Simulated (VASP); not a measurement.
# Nb (P6_3/mmc) in VASP: a series of runs

Nb is run at these levels: PBE; tasks: single point.

Program: VASP 6.6.1. These are calculated values, not measurements. Logs are shortened: lines on timing, memory, paths and dates and some standing lists are left out, and cuts for length are marked.

**1. The cell of the first run**

It takes space group P6_3/mmc (No. 194, hexagonal). The conventional cell has a = 3.065 Å, b = 3.065 Å, c = 9.415 Å, α = 90.00°, β = 90.00°, γ = 120.00°. Within 3.3 Å of Nb (site symmetry 3m) lie 10 Nb at 2.49 to 3.07 Å.

**2. Single point, PBE**

The input, INCAR:

```
SYSTEM = Nb
PREC = Accurate ; ENCUT = 520
EDIFF = 1E-6 ; ISMEAR = 0
SIGMA = 0.1 ; LREAL = .False.
LASPH = .True. ; NELM = 100
ALGO = Fast ; ISIF = 2
LWAVE = .False. ; LCHARG = .False.
GGA = PE ; NBANDS = 34
```

The input, KPOINTS:

```
Automatic mesh
0
Gamma
  6 6 4
  0 0 0
```

The input, POSCAR:

```
Nb
1.0
    3.0653333804      0.0000000000      0.0000000000
   -1.5326666902      2.6546565784      0.0000000000
    0.0000000000      0.0000000000      9.4151779433
Nb
4
Direct
    0.3333333333      0.6666666667      0.3822366552
    0.6666666667      0.3333333333      0.8822366552
    0.6666666667      0.3333333333      0.6177633448
    0.3333333333      0.6666666667      0.1177633448
```

Potentials or basis: VASP PAW PBE potentials, release 64 (Nb_sv).

On the command line:

```bash
cat potpaw_PBE.64/Nb_sv/POTCAR > POTCAR
mpirun -np 1 vasp_std > vasp.out
```

OUTCAR:

```text
SYSTEM = Nb
   PREC = Accurate
   ENCUT = 520
   EDIFF = 1E-6
   ISMEAR = 0
   LREAL = .False.
   LASPH = .True.
   NELM = 100
   ISIF = 2
   GGA = PE

 ion  position               nearest neighbor table
   1  0.333  0.667  0.382-   4 2.49   3 2.84   3 2.84   3 2.84
   2  0.667  0.333  0.882-   3 2.49   4 2.84   4 2.84   4 2.84
   3  0.667  0.333  0.618-   2 2.49   1 2.84   1 2.84   1 2.84
   4  0.333  0.667  0.118-   1 2.49   2 2.84   2 2.84   2 2.84

  LATTYP: Found a hexagonal cell.
 ALAT       =     3.0653333804
 C/A-ratio  =     3.0715021092

  Lattice vectors:

 A1 = (   3.0653333804,   0.0000000000,   0.0000000000)
 A2 = (  -1.5326666902,   2.6546565784,   0.0000000000)
 A3 = (   0.0000000000,   0.0000000000,   9.4151779433)

Analysis of symmetry for initial positions (statically):
=====================================================================
 Subroutine PRICEL returns:
 Original cell was already a primitive cell.

 Routine SETGRP: Setting up the symmetry group for a
 hexagonal supercell.

 Subroutine GETGRP returns: Found 24 space group operations
 (whereof 12 operations were pure point group operations)
 out of a pool of 24 trial point group operations.

The static configuration has the point symmetry D_3d.
 The point group associated with its full space group is D_6h.

Analysis of symmetry for dynamics (positions and initial velocities):
=====================================================================
 Subroutine PRICEL returns:
 Original cell was already a primitive cell.

 Routine SETGRP: Setting up the symmetry group for a
 hexagonal supercell.

 Subroutine GETGRP returns: Found 24 space group operations
 (whereof 12 operations were pure point group operations)
 out of a pool of 24 trial point group operations.

The dynamic configuration has the point symmetry D_3d.
 The point group associated with its full space group is D_6h.

 Subroutine INISYM returns: Found 24 space group operations
 (whereof 12 operations are pure point group operations),
 and found     1 'primitive' translations

----------------------------------------------------------------------------------------

                                     Primitive cell

  volume of cell :      76.6151

  direct lattice vectors                    reciprocal lattice vectors
     3.065333380  0.000000000  0.000000000     0.326228790  0.188348280  0.000000000
    -1.532666690  2.654656578  0.000000000     0.000000000  0.376696560  0.000000000
     0.000000000  0.000000000  9.415177943     0.000000000  0.000000000  0.106211482

  length of vectors
     3.065333380  3.065333380  9.415177943     0.376696560  0.376696560  0.106211482

[... 85 lines left out ...]
   NFREE  =      0    steps in history (QN), initial steepest desc. (CG)
   ISIF   =      2    stress and relaxation
   ISYM   =      2    0-nonsym 1-usesym 2-fastsym
   POTIM  = 0.5000    time-step for ionic-motion
   TEBEG  =    0.0;   TEEND  =   0.0 temperature during run
   PSTRESS=    0.0 pullay stress
   NELECT =      52.0000    total number of electrons
   NUPDOWN=      -1.0000    fix difference up-down
   EMIN   =  10.00;   EMAX   =-10.00  energy-range for DOS
   EFERMI =   0.00;   METHOD = LEGACY
   ISMEAR =     0;   SIGMA  =   0.10  broadening in eV -4-tet -1-fermi 0-gaus
   EFERMI_NEDOS =   21; number of points for ismear=-14 and -15
   IALGO  =     68    algorithm
   IMIX   =      4    mixing-type and parameters
     AMIX     =   0.40;   BMIX     =  1.00
     AMIX_MAG =   1.60;   BMIX_MAG =  1.00
  volume/ion in A,a.u.               =      19.15       129.26
  Fermi-wavevector in a.u.,A,eV,Ry     =   1.438703  2.718754 28.162232  2.069866
  Thomas-Fermi vector in A             =   2.557640
   LORBIT       =      0    0 simple, 1 ext, 2 COOP (PROOUT), +10 PAW based schemes
   GGA     = PE    functional components
   LHFCALC =     F    Hartree Fock is set to
   AEXX    =    0.0000 exact exchange contribution
   IVDW    =     0    specifies the selected vdW correction
   LEPSILON=     F    determine dielectric tensor
   LRPA    =     F    only Hartree local field effects (RPA)
 non-spin polarized calculation
 RMM-DIIS sequential band-by-band and
 Gauss-broadening in eV      SIGMA  =   0.10
  energy-cutoff  :      520.00
  volume of cell :       76.62
 maximum number of plane-waves:      2080
 NGX is ok and might be reduce to    24
   NGX = 11   NGY = 11   NGZ = 35

 number of electron      52.0000005 magnetization

 Free energy of the ion-electron system (eV)
  ---------------------------------------------------
  ext. energy  EPLUGINS =         0.00000000
  ---------------------------------------------------
  free energy    TOTEN  =       -38.70052762 eV

  energy without entropy =      -38.67750427  energy(sigma->0) =      -38.68901595

 E-fermi :  10.7182     XC(G=0): -12.1282

 val. band max:       10.6657008119   @ k =   0.3333  -0.0000   0.5000
 cond. band min:      10.7307175234   @ k =   0.1667   0.1667   0.0000
 fundamental gap:      0.0650167114
 Fermi energy:        10.7182348555

 k-point     1 :       0.0000    0.0000    0.0000
  band No.  band energies     occupation
      1     -44.2119      2.00000
      2     -44.0474      2.00000
      3     -43.9873      2.00000
      4     -43.8146      2.00000
      5     -21.2630      2.00000
      6     -20.4912      2.00000
[... 766 lines left out ...]
     33      13.7954      0.00000
     34      13.7978      0.00000

------------------------ aborting loop because EDIFF is reached ----------------------------------------

  FORCE on cell =-STRESS in cart. coord.  units (eV):
  Direction    XX          YY          ZZ          XY          YZ          ZX
  --------------------------------------------------------------------------------------
  -------------------------------------------------------------------------------------
  Total       -0.2474845     -0.2474845      0.1173443      0.0000000      0.0000000      0.0000000
  in kB       -5.1754013     -5.1754013      2.4539059      0.0000000      0.0000000      0.0000000
  external PRESSURE =      -2.6322989 kB  Pullay stress =       0.0000000 kB

 VOLUME and BASIS-vectors are now :
 -----------------------------------------------------------------------------
  energy-cutoff  :      520.00
  volume of cell :       76.62
      direct lattice vectors                 reciprocal lattice vectors
     3.065333380  0.000000000  0.000000000     0.326228790  0.188348280  0.000000000
    -1.532666690  2.654656578  0.000000000     0.000000000  0.376696560  0.000000000
     0.000000000  0.000000000  9.415177943     0.000000000  0.000000000  0.106211482

 POSITION                                       TOTAL-FORCE (eV/Angst)
 -----------------------------------------------------------------------------------
     -0.00000      1.76977      3.59883         0.000000     -0.000000      0.013482
      1.53267      0.88489      8.30642        -0.000000      0.000000      0.013482
      1.53267      0.88489      5.81635        -0.000000      0.000000     -0.013482
     -0.00000      1.76977      1.10876         0.000000     -0.000000     -0.013482
 -----------------------------------------------------------------------------------
    total drift:                               -0.000000      0.000000     -0.000000

  FREE ENERGIE OF THE ION-ELECTRON SYSTEM (eV)
  ---------------------------------------------------
  free  energy   TOTEN  =       -38.7005276199 eV

  energy  without entropy=      -38.6775042715  energy(sigma->0) =      -38.68901595
```

stdout:

```text
POSCAR found type information on POSCAR Nb
 POSCAR found :  1 types and       4 ions
 scaLAPACK will be used
 LDA part: xc-table for (Slater+PW92), standard interpolation
 POSCAR, INCAR and KPOINTS ok, starting setup
 FFT: planning ... GRIDC
 FFT: planning ... GRID_SOFT
 FFT: planning ... GRID
 WAVECAR not read
 entering main loop
WARNING in EDDRMM: call to ZHEGV failed, returncode =   6  3     18
WARNING in EDDRMM: call to ZHEGV failed, returncode =   8  4     18
WARNING in EDDRMM: call to ZHEGV failed, returncode =   6  3     21
WARNING in EDDRMM: call to ZHEGV failed, returncode =   6  3     25
WARNING in EDDRMM: call to ZHEGV failed, returncode =   8  4     28
```

It took 67 s on 1 thread of Intel Xeon 6975P-C (Granite Rapids), shared host; peak memory 0.2 GiB.

What came out:

```yaml
Free_energy: -38.7005 eV
Pressure: -0.3 GPa
Largest_force: 0.013 eV/Å
Band_gap_on_the_k_mesh: zero (band 26 reaches 10.74 eV, above the bottom of band 27 at 10.73 eV)
```

Forces on the atoms (eV/Å):
```
Nb   0.000  0.000  0.013
Nb   0.000  0.000  0.013
Nb   0.000  0.000 -0.013
Nb   0.000  0.000 -0.013
```

Levels at points of the mesh, in eV from the Fermi level:
```
           k point  band 24  band 25  band 26  band 27  band 28  band 29
(0.00, 0.00, 0.00)    -0.40    -0.37    -0.37     0.29     0.29     0.60
(0.50, 0.00, 0.00)    -0.82    -0.77    -0.66     1.24     1.35     1.56
(0.00, 0.00, 0.50)    -0.18    -0.18    -0.18     0.07     0.07     0.07
(0.50, 0.00, 0.50)    -0.99    -0.24    -0.24     0.78     0.78     2.39
```

Caveat: the k points lie up to 0.39 Å⁻¹ apart.

**3. Single point, PBE**

This run uses another cell than the first one, of 19.29 Å³/atom, 1.007 times its volume.

The input, INCAR:

```
SYSTEM = Nb
PREC = Accurate
ENCUT = 520
EDIFF = 1E-6
ISMEAR = 0
SIGMA = 0.1
LREAL = .False.
LASPH = .True.
NELM = 80
ALGO = Normal
ISIF = 2
LWAVE = .False.
LCHARG = .False.
GGA = PE
NBANDS = 34
```

The input, KPOINTS:

```
Automatic mesh
0
Gamma
  6 6 2
  0 0 0
```

The input, POSCAR:

```
Nb
1.0
    3.1217094874      0.0000000000      0.0000000000
   -1.5608547437      2.7034797193      0.0000000000
    0.0000000000      0.0000000000      9.1450504858
Nb
4
Direct
    0.3333333333      0.6666666667      0.1160336900
    0.6666666667      0.3333333333      0.6160336900
    0.3333333333      0.6666666667      0.3839663100
    0.6666666667      0.3333333333      0.8839663100
```

Potentials or basis: VASP PAW PBE potentials, release 64 (Nb_sv).

On the command line:

```bash
cat potpaw_PBE.64/Nb_sv/POTCAR > POTCAR
mpirun -np 1 vasp_std > vasp.out
```

Wall time 19 s (1 thread of Intel Xeon 6975P-C (Granite Rapids), shared host); peak memory 0.18 GiB.

Results (log left out):

```yaml
Free_energy: -38.7132 eV
Pressure: -0.5 GPa
Largest_force: 0.024 eV/Å
Band_gap_on_the_k_mesh: zero (band 26 reaches 10.50 eV, above the bottom of band 27 at 10.39 eV)
```

Forces on the atoms (eV/Å):
```
Nb   0.000  0.000 -0.024
Nb   0.000  0.000 -0.024
Nb   0.000  0.000  0.024
Nb   0.000  0.000  0.024
```

Levels at points of the mesh, in eV from the Fermi level:
| k point | band 23 | band 24 | band 25 | band 26 | band 27 | band 28 | band 29 | band 30 |
| --- | --- | --- | --- | --- | --- | --- | --- | --- |
| (0.00, 0.00, 0.00) | -0.61 | -0.61 | -0.50 | -0.50 | 0.28 | 0.28 | 0.56 | 0.56 |
| (0.50, 0.00, 0.00) | -1.23 | -1.05 | -0.78 | -0.47 | 1.15 | 1.52 | 1.96 | 1.98 |
| (0.00, 0.00, 0.50) | -0.23 | -0.23 | -0.23 | -0.23 | -0.13 | -0.13 | -0.13 | -0.13 |
| (0.50, 0.00, 0.50) | -0.76 | -0.76 | -0.43 | -0.43 | 1.00 | 1.00 | 2.71 | 2.71 |

Caveat: the k points lie up to 0.39 Å⁻¹ apart.

(Part 1 of 2 ends here.)
